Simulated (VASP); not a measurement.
# LiPbF3 (Pm-3m) in VASP: a series of runs

LiPbF3 is run at these levels: PBE; tasks: elastic constants, vibrations by perturbation theory.

All numbers are computed with VASP 6.6.1; they aren't measurements. Logs are shortened: lines on timing, memory, paths and dates and some standing lists are left out, and cuts for length are marked.

## Step 1: The cell of the first run

It takes space group Pm-3m (No. 221, cubic). Conventional cell: a = 3.930 Å, b = 3.930 Å, c = 3.930 Å, α = 90.00°, β = 90.00°, γ = 90.00°. Within 2.6 Å of Li (site symmetry m-3m) lie 6 F at 1.97 Å. Within 3.7 Å of Pb (site symmetry m-3m) lie 12 F at 2.78 Å and 8 Li at 3.40 Å. F (site symmetry 4/mmm) has 2 Li at 1.97 Å within 2.6 Å.

## Step 2: Elastic constants, PBE

File INCAR:

```
PREC     = Accurate       # precision mode
ENCUT    = 600            # plane-wave cutoff, eV
EDIFF    = 1E-8           # SCF threshold, eV
ISMEAR   = 0              # smearing method
SIGMA    = 0.01           # smearing width, eV
LREAL    = False          # projectors in reciprocal space
LASPH    = True           # aspherical terms in the spheres
NELM     = 80             # most SCF steps
ALGO     = Normal         # electronic algorithm
ISIF     = 3              # what is computed and relaxed
LWAVE    = False          # write WAVECAR
LCHARG   = False          # write CHGCAR
GGA      = PE             # functional
IBRION   = 6              # ionic algorithm
NFREE    = 2            
POTIM    = 0.015          # step
NSW      = 1              # ionic steps
```

File KPOINTS:

```
regular mesh
0
Gamma
  6 6 6
```

File POSCAR:

```
LiPbF3
1.0
    3.9304010322      0.0000000000      0.0000000000
    0.0000000000      3.9304010322      0.0000000000
    0.0000000000      0.0000000000      3.9304010322
Li Pb F
1 1 3
Direct
    0.0000000000      0.0000000000      0.0000000000
    0.5000000000      0.5000000000      0.5000000000
    0.5000000000      0.0000000000      0.0000000000
    0.0000000000      0.5000000000      0.0000000000
    0.0000000000      0.0000000000      0.5000000000
```

Potentials or basis: VASP PAW PBE potentials, release 64 (Li_sv, Pb_d, F).

The run is started by

```bash
cat potpaw_PBE.64/Li_sv/POTCAR potpaw_PBE.64/Pb_d/POTCAR potpaw_PBE.64/F/POTCAR > POTCAR
mpirun -np 1 vasp_std > vasp.out
```

OUTCAR:

```text
PREC = Accurate
   ENCUT = 600
   EDIFF = 1E-8
   ISMEAR = 0
   LREAL = False
   LASPH = True
   NELM = 80
   ISIF = 3
   GGA = PE
   IBRION = 6
   NFREE = 2
   POTIM = 0.015
   NSW = 1

 ion  position               nearest neighbor table
   1  0.000  0.000  0.000-   3 1.97   4 1.97   5 1.97   5 1.97   4 1.97   3 1.97
   2  0.500  0.500  0.500-   3 2.78   4 2.78   5 2.78   3 2.78   4 2.78   3 2.78   5 2.78   3 2.78
                             4 2.78   5 2.78   4 2.78   5 2.78
   3  0.500  0.000  0.000-   1 1.97   1 1.97   2 2.78   2 2.78   2 2.78   2 2.78
   4  0.000  0.500  0.000-   1 1.97   1 1.97   2 2.78   2 2.78   2 2.78   2 2.78
   5  0.000  0.000  0.500-   1 1.97   1 1.97   2 2.78   2 2.78   2 2.78   2 2.78

  LATTYP: Found a simple cubic cell.
 ALAT       =     3.9304010322

  Lattice vectors:

 A1 = (   3.9304010322,   0.0000000000,   0.0000000000)
 A2 = (   0.0000000000,   3.9304010322,   0.0000000000)
 A3 = (   0.0000000000,   0.0000000000,   3.9304010322)

Analysis of symmetry for initial positions (statically):
=====================================================================
 Subroutine PRICEL returns:
 Original cell was already a primitive cell.

 Routine SETGRP: Setting up the symmetry group for a
 simple cubic supercell.

 Subroutine GETGRP returns: Found 48 space group operations
 (whereof 48 operations were pure point group operations)
 out of a pool of 48 trial point group operations.

The static configuration has the point symmetry O_h .

Analysis of symmetry for dynamics (positions and initial velocities):
=====================================================================
 Subroutine PRICEL returns:
 Original cell was already a primitive cell.

 Routine SETGRP: Setting up the symmetry group for a
 simple cubic supercell.

 Subroutine GETGRP returns: Found 48 space group operations
 (whereof 48 operations were pure point group operations)
 out of a pool of 48 trial point group operations.

The dynamic configuration has the point symmetry O_h .

[... 984 lines left out ...]
     22       9.8068      0.00000
     23      14.9270      0.00000

 [... further k-points ...]
[... 5 lines left out ...]
  --------------------------------------------------------------------------------------
  -------------------------------------------------------------------------------------
  Total       -0.1556899     -0.1552955     -0.1563930      0.0000000      0.0000000      0.0000000
  in kB       -4.1082849     -4.0978771     -4.1268365      0.0000000      0.0000000      0.0000000
  external PRESSURE =      -4.1109995 kB  Pullay stress =       0.0000000 kB
[... 20 lines left out ...]
  FREE ENERGIE OF THE ION-ELECTRON SYSTEM (eV)
  ---------------------------------------------------
  free  energy   TOTEN  =       -23.6807526629 eV

  energy  without entropy=      -23.6807526629  energy(sigma->0) =      -23.68075266

 INTERNAL STRAIN TENSORS FROM STRAINED CELLS
 ============================================

 INTERNAL STRAIN TENSOR FOR ION    1 for displacements in x,y,z  (eV/Angst):
          X           Y           Z          XY          YZ          ZX
  --------------------------------------------------------------------------------
  x     0.00000     0.00000     0.00000     0.00000     0.00000    -0.00000
  y     0.00000     0.00000     0.00000    -0.00000     0.00000     0.00000
  z     0.00000     0.00000     0.00000     0.00000     0.00000     0.00000

 INTERNAL STRAIN TENSORS FROM DISPLACED ATOMS
 ============================================

 INTERNAL STRAIN TENSOR FOR ION    1 for displacements in x,y,z  (eV/Angst):
          X           Y           Z          XY          YZ          ZX
  --------------------------------------------------------------------------------
  x     0.00000     0.00000     0.00000     0.00000     0.00000     0.00000
  y     0.00000     0.00000     0.00000     0.00000     0.00000     0.00000
  z     0.00000     0.00000     0.00000     0.00000     0.00000     0.00000

 INTERNAL STRAIN TENSOR FOR ION    5 for displacements in x,y,z  (eV/Angst):
          X           Y           Z          XY          YZ          ZX
  --------------------------------------------------------------------------------
  x     0.00000     0.00000     0.00000     0.00000     0.00000     0.00000
  y     0.00000     0.00000     0.00000     0.00000     0.00000     0.00000
  z     0.00000     0.00000     0.00000     0.00000     0.00000     0.00000

 Eigenvectors and eigenvalues of the dynamical matrix
 ----------------------------------------------------

   1 f  =   12.480110 THz    78.414842 2PiTHz  416.291650 cm-1    51.613563 meV
             X         Y         Z           dx          dy          dz
      0.000000  0.000000  0.000000     0.823604    0.281439   -0.000000
      1.965201  1.965201  1.965201    -0.028463   -0.009726    0.000000
      1.965201  0.000000  0.000000    -0.463508    0.009254    0.000000
      0.000000  1.965201  0.000000     0.027081   -0.158388   -0.000000
      0.000000  0.000000  1.965201     0.027081    0.009254   -0.000000
[... 105 lines left out ...]
  15 f/i=    2.761334 THz    17.349973 2PiTHz   92.108185 cm-1    11.419954 meV
             X         Y         Z           dx          dy          dz
      0.000000  0.000000  0.000000     0.045566    0.008213   -0.148057
      1.965201  1.965201  1.965201    -0.140006   -0.025236    0.454925
      1.965201  0.000000  0.000000     0.108552    0.029291   -0.528030
      0.000000  1.965201  0.000000     0.162505    0.019566   -0.528030
      0.000000  0.000000  1.965201     0.162505    0.029291   -0.352719

--------------------------------------------------------------------------------------------------------

 ELASTIC MODULI CONTR FROM IONIC RELAXATION (kBar)
 Direction    XX          YY          ZZ          XY          YZ          ZX
 --------------------------------------------------------------------------------
 XX           0.0000      0.0000      0.0000      0.0000      0.0000      0.0000
 YY           0.0000      0.0000      0.0000      0.0000      0.0000      0.0000
 ZZ           0.0000      0.0000      0.0000      0.0000      0.0000      0.0000
 XY           0.0000      0.0000      0.0000      0.0000      0.0000      0.0000
 YZ           0.0000      0.0000      0.0000      0.0000      0.0000      0.0000
 ZX           0.0000      0.0000      0.0000      0.0000      0.0000      0.0000
 --------------------------------------------------------------------------------

 TOTAL ELASTIC MODULI (kBar)
 Direction    XX          YY          ZZ          XY          YZ          ZX
 --------------------------------------------------------------------------------
 XX        1305.4338    485.0170    485.0170      0.0000     -0.0000      0.0000
 YY         485.0170   1305.4338    485.0170      0.0000      0.0000      0.0000
 ZZ         485.0170    485.0170   1305.4338      0.0000     -0.0000     -0.0000
 XY           0.0000      0.0000      0.0000    381.6242      0.0000      0.0000
 YZ          -0.0000      0.0000     -0.0000      0.0000    381.6242      0.0000
 ZX           0.0000      0.0000     -0.0000      0.0000      0.0000    381.6242
 --------------------------------------------------------------------------------
```

OSZICAR:

```text
N       E                     dE             d eps       ncg     rms          rms(c)
DAV:   1     0.457502424396E+03    0.45750E+03   -0.21705E+04   920   0.214E+03
DAV:   2     0.136575762704E+02   -0.44384E+03   -0.43053E+03  1082   0.535E+02
DAV:   3    -0.254405194816E+02   -0.39098E+02   -0.38947E+02  1039   0.167E+02
DAV:   4    -0.272592724610E+02   -0.18188E+01   -0.18171E+01  1634   0.336E+01
[... 269 lines left out ...]
DAV:   5    -0.236807524064E+02   -0.76100E-05   -0.78253E-05  3547   0.573E-02    0.979E-03
DAV:   6    -0.236807530720E+02   -0.66562E-06   -0.48207E-06  4367   0.152E-02    0.605E-03
DAV:   7    -0.236807526241E+02    0.44788E-06   -0.15523E-06  3653   0.124E-02    0.845E-04
DAV:   8    -0.236807526588E+02   -0.34707E-07   -0.36284E-07  3574   0.424E-03    0.658E-04
DAV:   9    -0.236807526629E+02   -0.41000E-08   -0.14105E-08  2997   0.828E-04
  21 F= -.23680753E+02 E0= -.23680753E+02  d E =-.515949E-31
```

stdout:

```text
POSCAR found type information on POSCAR LiPbF
 POSCAR found :  3 types and       5 ions
 scaLAPACK will be used
 LDA part: xc-table for (Slater+PW92), standard interpolation
 POSCAR, INCAR and KPOINTS ok, starting setup
 FFT: planning ... GRIDC
 FFT: planning ... GRID_SOFT
 FFT: planning ... GRID
 WAVECAR not read
 entering main loop
 Found     4 degrees of freedom:
 Adding 6 more for cell shape distortion
 Finite differences POTIM= 0.01500 DOF=  10
 bond charge predicted
 Finite differences progress:
 bond charge predicted
 Finite differences progress:
 bond charge predicted
 Finite differences progress:
 bond charge predicted
 Finite differences progress:
 bond charge predicted
 Finite differences progress:
 bond charge predicted
 Finite differences progress:
 bond charge predicted
 Finite differences progress:
 bond charge predicted
 Finite differences progress:
 bond charge predicted
 Finite differences progress:
 bond charge predicted
 Finite differences progress:
 bond charge predicted
 Finite differences progress:
 bond charge predicted
 Finite differences progress:
 bond charge predicted
 Finite differences progress:
 bond charge predicted
 Finite differences progress:
 bond charge predicted
 Finite differences progress:
 bond charge predicted
 Finite differences progress:
 bond charge predicted
 Finite differences progress:
 bond charge predicted
 Finite differences progress:
 bond charge predicted
 Finite differences progress:
 bond charge predicted
 Finite differences progress:
```

Run time: 6.5 min. Hardware: 1 thread of Intel Xeon 6975P-C (Granite Rapids), shared host; peak memory 0.34 GiB.

What came out:

| Item | Value |
| --- | --- |
| Elastic constants C11, C12, C44 | 131, 49, 38 GPa |
| Voigt bulk modulus | 76 GPa |
| Highest phonon frequency at Γ, LO-TO splitting left out | 416 cm⁻¹ |
| Most unstable mode | 92i cm⁻¹ |

Phonon frequencies in cm⁻¹ (negative: imaginary):
```
              q point                                               frequencies
(0.000, 0.000, 0.000)  -92 -92 -92 -1 -1 -1 137 137 137 307 307 307 416 416 416
```

Elastic tensor in Voigt notation (GPa, in the Cartesian axes of the cell as first typed):
```
131  49  49   0   0   0
 49 131  49   0   0   0
 49  49 131   0   0   0
  0   0   0  38   0   0
  0   0   0   0  38   0
  0   0   0   0   0  38
```

Clamped-ion elastic tensor (GPa):
```
131  49  49   0   0   0
 49 131  49   0   0   0
 49  49 131   0   0   0
  0   0   0  38   0   0
  0   0   0   0  38   0
  0   0   0   0   0  38
```

Caveat: the cutoff is under 1.25 times the usual one of these potentials, so pressure, stress and relaxed cells hold a basis-set (Pulay) error; some modes are imaginary; spin-orbit coupling is left out, which moves the levels of the heavy elements.

## Step 3: Vibrations by perturbation theory, PBE

File INCAR:

```
ALGO = Normal
EDIFF = 1E-8
ENCUT = 520
GGA = PE
IBRION = 8
ISIF = 2
ISMEAR = 0
LASPH = True
LCHARG = True
LEPSILON = True
LREAL = False
LWAVE = False
NELM = 60
NSW = 1
PREC = Accurate
SIGMA = 0.01
```

File KPOINTS:

```
k-points
0
Gamma
  6 6 6
```

POSCAR is that of step 2.

Potentials or basis: VASP PAW PBE potentials, release 64 (Li_sv, Pb_d, F).

The run is started by

```bash
cat potpaw_PBE.64/Li_sv/POTCAR potpaw_PBE.64/Pb_d/POTCAR potpaw_PBE.64/F/POTCAR > POTCAR
mpirun -np 1 vasp_std > vasp.out
```

OUTCAR:

```text
EDIFF = 1E-8
   ENCUT = 520
   GGA = PE
   IBRION = 8
   ISIF = 2
   ISMEAR = 0
   LASPH = True
   LEPSILON = True
   LREAL = False
   NELM = 60
   NSW = 1
   PREC = Accurate

 ion  position               nearest neighbor table
   1  0.000  0.000  0.000-   3 1.97   4 1.97   5 1.97   5 1.97   4 1.97   3 1.97
   2  0.500  0.500  0.500-   3 2.78   4 2.78   5 2.78   3 2.78   4 2.78   3 2.78   5 2.78   3 2.78
                             4 2.78   5 2.78   4 2.78   5 2.78
   3  0.500  0.000  0.000-   1 1.97   1 1.97   2 2.78   2 2.78   2 2.78   2 2.78
   4  0.000  0.500  0.000-   1 1.97   1 1.97   2 2.78   2 2.78   2 2.78   2 2.78
   5  0.000  0.000  0.500-   1 1.97   1 1.97   2 2.78   2 2.78   2 2.78   2 2.78

  LATTYP: Found a simple cubic cell.
 ALAT       =     3.9304010322

  Lattice vectors:

 A1 = (   3.9304010322,   0.0000000000,   0.0000000000)
 A2 = (   0.0000000000,   3.9304010322,   0.0000000000)
 A3 = (   0.0000000000,   0.0000000000,   3.9304010322)

Analysis of symmetry for initial positions (statically):
[... 856 lines left out ...]
  5Z     0.000000   -0.000000    1.819023   -0.000000    0.000000    0.599097   -0.000000    0.000000    1.998717    0.000000    0.000000    1.998717    0.000000    0.000000   -6.415553

 Eigenvectors and eigenvalues of the dynamical matrix
 ----------------------------------------------------

   1 f  =   13.027788 THz    81.856005 2PiTHz  434.560226 cm-1    53.878577 meV
             X         Y         Z           dx          dy          dz
      0.000000  0.000000  0.000000     0.013803    0.894672    0.000000
      1.965201  1.965201  1.965201    -0.000454   -0.029447   -0.000000
      1.965201  0.000000  0.000000    -0.006866    0.014422   -0.000000
      0.000000  1.965201  0.000000     0.000223   -0.445018   -0.000000
      0.000000  0.000000  1.965201     0.000223    0.014422   -0.000000
[... 105 lines left out ...]
  15 f/i=    2.853180 THz    17.927059 2PiTHz   95.171844 cm-1    11.799799 meV
             X         Y         Z           dx          dy          dz
      0.000000  0.000000  0.000000    -0.050734   -0.145990   -0.004504
      1.965201  1.965201  1.965201     0.150388    0.432753    0.013350
      1.965201  0.000000  0.000000    -0.123823   -0.527231   -0.016265
      0.000000  1.965201  0.000000    -0.183220   -0.356310   -0.016265
      0.000000  0.000000  1.965201    -0.183220   -0.527231   -0.010992

--------------------------------------------------------------------------------------------------------

 MACROSCOPIC STATIC DIELECTRIC TENSOR IONIC CONTRIBUTION
 ------------------------------------------------------
           0.483114     0.000000    -0.000000
           0.000000     0.483114     0.000000
           0.000000    -0.000000     0.483114
 ------------------------------------------------------

 ELASTIC MODULI CONTR FROM IONIC RELAXATION (kBar)
 Direction    XX          YY          ZZ          XY          YZ          ZX
 --------------------------------------------------------------------------------
 XX           0.0000      0.0000      0.0000      0.0000      0.0000      0.0000
 YY           0.0000      0.0000      0.0000      0.0000      0.0000      0.0000
 ZZ           0.0000      0.0000      0.0000      0.0000      0.0000      0.0000
 XY           0.0000      0.0000      0.0000      0.0000      0.0000      0.0000
 YZ           0.0000      0.0000      0.0000      0.0000      0.0000      0.0000
 ZX           0.0000      0.0000      0.0000      0.0000      0.0000      0.0000
 --------------------------------------------------------------------------------

 PIEZOELECTRIC TENSOR IONIC CONTR  for field in x, y, z        (C/m^2)
          XX          YY          ZZ          XY          YZ          ZX
  --------------------------------------------------------------------------------
  x     0.00000     0.00000     0.00000     0.00000     0.00000     0.00000
  y     0.00000     0.00000     0.00000     0.00000     0.00000     0.00000
  z     0.00000     0.00000     0.00000     0.00000     0.00000     0.00000
```

Wall time 14 min (1 thread of Intel Xeon Platinum 8488C (Sapphire Rapids), shared host); peak memory 0.41 GiB.

What came out:

* Electronic dielectric tensor (diagonal): 3.69
* Born charges (mean of the diagonal): Li +1.05; Pb +3.52; F -1.52 e
* Highest phonon frequency at Γ, LO-TO splitting left out: 435 cm⁻¹
* Most unstable mode: 95i cm⁻¹

Phonon frequencies in cm⁻¹ (negative: imaginary):
```tsv
q point	frequencies
(0.000, 0.000, 0.000)	-95 -95 -95 -3 -3 -3 134 134 134 307 307 307 435 435 435
```

Electronic dielectric tensor:
```
3.69 0.00 0.00
0.00 3.69 0.00
0.00 0.00 3.69
```

Born effective charge tensors (e):
atom 1, Li
```
1.05 0.00 0.00
0.00 1.05 0.00
0.00 0.00 1.05
```
atom 2, Pb
```
3.52 0.00 0.00
0.00 3.52 0.00
0.00 0.00 3.52
```
atom 3, F
```
-0.99  0.00  0.00
 0.00 -1.79  0.00
 0.00  0.00 -1.79
```
atom 4, F
```
-1.79  0.00  0.00
 0.00 -0.99  0.00
 0.00  0.00 -1.79
```
atom 5, F
```
-1.79  0.00  0.00
 0.00 -1.79  0.00
 0.00  0.00 -0.99
```

Caveat: the cutoff is under 1.25 times the usual one of these potentials, so pressure, stress and relaxed cells hold a basis-set (Pulay) error; some modes are imaginary; spin-orbit coupling is left out, which moves the levels of the heavy elements.
